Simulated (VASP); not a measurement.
# Ca (Pm-3m) in VASP: single point with PBEsol

Aim: the single point of Ca with PBEsol.

All numbers are computed with VASP 6.6.1; they aren't measurements. Logs are shortened: lines on timing, memory, paths and dates and some standing lists are left out, and cuts for length are marked.

**1. The cell of the first run**

It takes space group Pm-3m (No. 221, cubic). The conventional cell has a = 4.335 Å, b = 4.335 Å, c = 4.335 Å, α = 90.00°, β = 90.00°, γ = 90.00°. Within 5.7 Å of Ca (site symmetry m-3m) lie 6 Ca at 4.33 Å.

**2. Single point, PBEsol**

INCAR reads:

```
  ALGO = Normal
  EDIFF = 1E-6
  ENCUT = 520
  GGA = PS
  ISIF = 2
  ISMEAR = 1
  LASPH = T
  LCHARG = T
  LELF = T
  LREAL = F
  LVHAR = T
  LWAVE = F
  NBANDS = 11
  NELM = 60
  PREC = Accurate
  SIGMA = 0.05
```

KPOINTS reads:

```
k-points
0
Gamma
  5 5 5
```

POSCAR reads:

```
Ca
1.0
    4.3348360000      0.0000000000      0.0000000000
    0.0000000000      4.3348360000      0.0000000000
    0.0000000000      0.0000000000      4.3348360000
Ca
1
Direct
    0.0000000000      0.0000000000      0.0000000000
```

Potentials or basis: VASP PAW PBE potentials, release 64 (Ca_sv).

Run with:

```console
$ cat potpaw_PBE.64/Ca_sv/POTCAR > POTCAR
$ mpirun -np 1 vasp_std > vasp.out
```

OUTCAR:

```text
EDIFF = 1E-6
   ENCUT = 520
   GGA = PS
   ISIF = 2
   ISMEAR = 1
   LASPH = T
   LREAL = F
   NELM = 60
   PREC = Accurate

 ion  position               nearest neighbor table
   1  0.000  0.000  0.000-

  LATTYP: Found a simple cubic cell.
 ALAT       =     4.3348360000

  Lattice vectors:

 A1 = (   4.3348360000,   0.0000000000,   0.0000000000)
 A2 = (   0.0000000000,   4.3348360000,   0.0000000000)
 A3 = (   0.0000000000,   0.0000000000,   4.3348360000)

Analysis of symmetry for initial positions (statically):
=====================================================================
 Subroutine PRICEL returns:
 Original cell was already a primitive cell.

 Routine SETGRP: Setting up the symmetry group for a
 simple cubic supercell.

 Subroutine GETGRP returns: Found 48 space group operations
 (whereof 48 operations were pure point group operations)
 out of a pool of 48 trial point group operations.

The static configuration has the point symmetry O_h .

Analysis of symmetry for dynamics (positions and initial velocities):
=====================================================================
 Subroutine PRICEL returns:
 Original cell was already a primitive cell.

 Routine SETGRP: Setting up the symmetry group for a
 simple cubic supercell.

 Subroutine GETGRP returns: Found 48 space group operations
 (whereof 48 operations were pure point group operations)
 out of a pool of 48 trial point group operations.

The dynamic configuration has the point symmetry O_h .

 Subroutine INISYM returns: Found 48 space group operations
 (whereof 48 operations are pure point group operations),
 and found     1 'primitive' translations

----------------------------------------------------------------------------------------

                                     Primitive cell

  volume of cell :      81.4550

  direct lattice vectors                    reciprocal lattice vectors
     4.334836000  0.000000000  0.000000000     0.230689235  0.000000000  0.000000000
     0.000000000  4.334836000  0.000000000     0.000000000  0.230689235  0.000000000
     0.000000000  0.000000000  4.334836000     0.000000000  0.000000000  0.230689235

  length of vectors
     4.334836000  4.334836000  4.334836000     0.230689235  0.230689235  0.230689235

  position of ions in fractional coordinates (direct lattice)
     0.000000000  0.000000000  0.000000000

  ion indices of the primitive-cell ions
   primitive index   ion index
                 1           1

----------------------------------------------------------------------------------------

 KPOINTS: k-points

Automatic generation of k-mesh.
 Grid dimensions read from file:
 generate k-points for:    5    5    5

 Generating k-lattice:

  Cartesian coordinates                     Fractional coordinates (reciprocal lattice)
     0.046137847  0.000000000  0.000000000     0.200000000  0.000000000  0.000000000
     0.000000000  0.046137847  0.000000000     0.000000000  0.200000000  0.000000000
     0.000000000  0.000000000  0.046137847     0.000000000  0.000000000  0.200000000

  Length of vectors
     0.046137847  0.046137847  0.046137847

  Shift w.r.t. Gamma in fractional coordinates (k-lattice)
     0.000000000  0.000000000  0.000000000

 Subroutine IBZKPT returns following result:
 ===========================================

 Found     10 irreducible k-points:

 Following reciprocal coordinates:
            Coordinates               Weight
  0.000000  0.000000  0.000000      1.000000
  0.200000  0.000000  0.000000      6.000000
  0.400000  0.000000  0.000000      6.000000
  0.200000  0.200000  0.000000     12.000000
  0.400000  0.200000  0.000000     24.000000
  0.400000  0.400000  0.000000     12.000000
  0.200000  0.200000  0.200000      8.000000
  0.400000  0.200000  0.200000     24.000000
  0.400000  0.400000  0.200000     24.000000
  0.400000  0.400000  0.400000      8.000000
   k-points           NKPTS =     10   k-points in BZ     NKDIM =     10   number of bands    NBANDS=     11
   number of dos      NEDOS =    301   number of ions     NIONS =      1
   total plane-waves  NPLWV =  32768
   dimension x,y,z NGX =    32 NGY =   32 NGZ =   32
   dimension x,y,z NGXF=    64 NGYF=   64 NGZF=   64
   ions per type =               1
   NGX,Y,Z   is equivalent  to a cutoff of  12.27, 12.27, 12.27 a.u.
   NGXF,Y,Z  is equivalent  to a cutoff of  24.54, 24.54, 24.54 a.u.
 SYSTEM =  unknown system
   PREC   = accura    normal or accurate (medium, high low for compatibility)
   ISTART =      0    job   : 0-new  1-cont  2-samecut
   ICHARG =      2    charge: 1-file 2-atom 10-const
   ISPIN  =      1    spin polarized calculation?
   LNONCOLLINEAR =      F non collinear calculations
   LSORBIT =      F    spin-orbit coupling
   LASPH  =      T    aspherical Exc in radial PAW
   ENCUT  =  520.0 eV  38.22 Ry    6.18 a.u.   8.06  8.06  8.06*2*pi/ulx,y,z
   NELM   =     60;   NELMIN=  2; NELMDL= -5     # of ELM steps
   EDIFF  = 0.1E-05   stopping-criterion for ELM
   LREAL  =      F    real-space projection
   EDIFFG = 0.1E-04   stopping-criterion for IOM
   NSW    =      0    number of steps for IOM
   IBRION =     -1    ionic relax: 0-MD 1-quasi-New 2-CG
   NFREE  =      0    steps in history (QN), initial steepest desc. (CG)
   ISIF   =      2    stress and relaxation
   ISYM   =      2    0-nonsym 1-usesym 2-fastsym
   POTIM  = 0.5000    time-step for ionic-motion
   TEBEG  =    0.0;   TEEND  =   0.0 temperature during run
   PSTRESS=    0.0 pullay stress
   NELECT =      10.0000    total number of electrons
   NUPDOWN=      -1.0000    fix difference up-down
   EMIN   =  10.00;   EMAX   =-10.00  energy-range for DOS
   EFERMI =   0.00;   METHOD = LEGACY
   ISMEAR =     1;   SIGMA  =   0.05  broadening in eV -4-tet -1-fermi 0-gaus
   EFERMI_NEDOS =   21; number of points for ismear=-14 and -15
   IALGO  =     38    algorithm
   IMIX   =      4    mixing-type and parameters
     AMIX     =   0.40;   BMIX     =  1.00
     AMIX_MAG =   1.60;   BMIX_MAG =  1.00
  volume/ion in A,a.u.               =      81.46       549.69
  Fermi-wavevector in a.u.,A,eV,Ry     =   0.813646  1.537568  9.007326  0.662020
  Thomas-Fermi vector in A             =   1.923409
   LORBIT       =      0    0 simple, 1 ext, 2 COOP (PROOUT), +10 PAW based schemes
   GGA     = PS    functional components
   LHFCALC =     F    Hartree Fock is set to
   AEXX    =    0.0000 exact exchange contribution
   IVDW    =     0    specifies the selected vdW correction
   LEPSILON=     F    determine dielectric tensor
   LRPA    =     F    only Hartree local field effects (RPA)
 non-spin polarized calculation
 Methfessel and Paxton  Order N= 1 SIGMA  =   0.05
  energy-cutoff  :      520.00
  volume of cell :       81.46
 maximum number of plane-waves:      2221
   NGX = 17   NGY = 17   NGZ = 17

 number of electron      10.0000003 magnetization

 Free energy of the ion-electron system (eV)
  ---------------------------------------------------
  ext. energy  EPLUGINS =         0.00000000
  ---------------------------------------------------
  free energy    TOTEN  =        -1.22209518 eV

  energy without entropy =       -1.22152911  energy(sigma->0) =       -1.22190649

 E-fermi :  -0.0481     XC(G=0):  -5.9585

 val. band max:       -0.2005900018   @ k =   0.4000   0.0000   0.0000
 cond. band min:      -0.0184472987   @ k =   0.4000   0.2000   0.0000
 fundamental gap:      0.1821427031
 Fermi energy:        -0.0480792674

 k-point     1 :       0.0000    0.0000    0.0000
  band No.  band energies     occupation
      1     -43.4085      2.00000
      2     -24.4089      2.00000
      3     -24.4089      2.00000
      4     -24.4089      2.00000
      5      -3.0373      2.00000
      6       0.5638     -0.00000
      7       0.5638     -0.00000
      8       2.1492      0.00000
      9       2.1492      0.00000
     10       2.1492      0.00000
     11       5.0633      0.00000

 k-point     2 :       0.2000    0.0000    0.0000
  band No.  band energies     occupation
      1     -43.4082      2.00000
      2     -24.4161      2.00000
      3     -24.4084      2.00000
      4     -24.4084      2.00000
      5      -2.7011      2.00000
      6       0.5166     -0.00000
      7       0.6401     -0.00000
      8       1.9361      0.00000
      9       1.9361      0.00000
     10       2.1650      0.00000
     11       3.5075      0.00000

 k-point     3 :       0.4000    0.0000    0.0000
  band No.  band energies     occupation
      1     -43.4076      2.00000
      2     -24.4276      2.00000
      3     -24.4076      2.00000
      4     -24.4076      2.00000
      5      -1.8034      2.00000
      6      -0.2006      2.00014
      7       0.7724     -0.00000
      8       1.6613      0.00000
      9       1.6613      0.00000
     10       2.1908      0.00000
     11       2.5823      0.00000

 k-point     4 :       0.2000    0.2000    0.0000
  band No.  band energies     occupation
      1     -43.4078      2.00000
      2     -24.4156      2.00000
      3     -24.4155      2.00000
      4     -24.4079      2.00000
      5      -2.3663      2.00000
      6       0.6287     -0.00000
      7       0.6436     -0.00000
      8       1.6302      0.00000
      9       1.9287      0.00000
     10       2.0030      0.00000
     11       3.8482      0.00000
[... 43 lines left out ...]
 k-point     8 :       0.4000    0.2000    0.2000
  band No.  band energies     occupation
      1     -43.4070      2.00000
      2     -24.4264      2.00000
      3     -24.4141      2.00000
      4     -24.4140      2.00000
      5      -1.1364      2.00000
      6       0.1727     -0.00000
      7       0.9546      0.00000
      8       1.3363      0.00000
      9       1.6677      0.00000
     10       1.7845      0.00000
     11       2.8103      0.00000

 k-point     9 :       0.4000    0.4000    0.2000
  band No.  band energies     occupation
      1     -43.4065      2.00000
      2     -24.4254      2.00000
      3     -24.4253      2.00000
      4     -24.4131      2.00000
      5      -0.3015      2.00000
      6       0.4590     -0.00000
      7       0.8250     -0.00000
      8       1.1593      0.00000
      9       1.7092      0.00000
     10       1.7911      0.00000
     11       2.8539      0.00000

 k-point    10 :       0.4000    0.4000    0.4000
  band No.  band energies     occupation
      1     -43.4060      2.00000
      2     -24.4244      2.00000
      3     -24.4243      2.00000
      4     -24.4243      2.00000
      5       0.2817     -0.00000
      6       0.7102     -0.00000
      7       0.7102     -0.00000
      8       1.5925      0.00000
      9       1.8389      0.00000
     10       1.8389      0.00000
     11       3.2450      0.00000

------------------------ aborting loop because EDIFF is reached ----------------------------------------

  FORCE on cell =-STRESS in cart. coord.  units (eV):
  Direction    XX          YY          ZZ          XY          YZ          ZX
  --------------------------------------------------------------------------------------
  -------------------------------------------------------------------------------------
  Total       -1.2347156     -1.2347156     -1.2347156      0.0000000     -0.0000000      0.0000000
  in kB      -24.2861971    -24.2861971    -24.2861971      0.0000000     -0.0000000      0.0000000
  external PRESSURE =     -24.2861971 kB  Pullay stress =       0.0000000 kB

 VOLUME and BASIS-vectors are now :
 -----------------------------------------------------------------------------
  energy-cutoff  :      520.00
  volume of cell :       81.46
      direct lattice vectors                 reciprocal lattice vectors
     4.334836000  0.000000000  0.000000000     0.230689235  0.000000000  0.000000000
     0.000000000  4.334836000  0.000000000     0.000000000  0.230689235  0.000000000
     0.000000000  0.000000000  4.334836000     0.000000000  0.000000000  0.230689235

 POSITION                                       TOTAL-FORCE (eV/Angst)
 -----------------------------------------------------------------------------------
      0.00000      0.00000      0.00000         0.000000      0.000000      0.000000
 -----------------------------------------------------------------------------------
    total drift:                               -0.000000     -0.000000      0.000000

  FREE ENERGIE OF THE ION-ELECTRON SYSTEM (eV)
  ---------------------------------------------------
  free  energy   TOTEN  =        -1.2220951835 eV

  energy  without entropy=       -1.2215291127  energy(sigma->0) =       -1.22190649
```

It took 4.1 s on 1 thread of Intel Xeon Platinum 8488C (Sapphire Rapids), shared host; peak memory 0.17 GiB.

Results:

```
Free energy            : -1.2221 eV
Pressure               : -2.4 GPa
Band gap on the k mesh : zero (band 5 reaches 0.28 eV, above the bottom of band 6 at -0.20 eV)
```

Levels at points of the mesh, in eV from the Fermi level:
| k point | band 2 | band 3 | band 4 | band 5 | band 6 | band 7 | band 8 | band 9 |
| --- | --- | --- | --- | --- | --- | --- | --- | --- |
| (0.00, 0.00, 0.00) | -24.36 | -24.36 | -24.36 | -2.99 | 0.61 | 0.61 | 2.20 | 2.20 |

Caveat: the PAW data sets were made with another functional, which shifts forces and pressure a little.
